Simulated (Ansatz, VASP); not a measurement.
# Pd in VASP and in Ansatz

```
Pd
1.0
     0.00000    1.97049    1.97049
     1.97049    0.00000    1.97049
     1.97049    1.97049    0.00000
Pd
1
Direct
  0.00000 0.00000 0.00000
```

Change from the starting cell: volume scaled by 1.04.

Alike in both runs: task single point; functional PBE; k mesh 18 × 18 × 18; occupations fermi-dirac, width 0.05 eV; no spin polarisation.

|  | VASP | Ansatz |
| --- | --- | --- |
| version | VASP 6.6.1 | Ansatz 0.2.0 |
| potentials or method | VASP PAW PBE potentials, release 64 (Pd), cutoff 520 eV | all-electron LAPW, scalar-relativistic |

```tsv
	VASP	Ansatz	Ansatz less VASP
pressure (GPa)	-0.1	0.1	+0.19
```

Ansatz ran all-electron here, and VASP with PAW potentials.
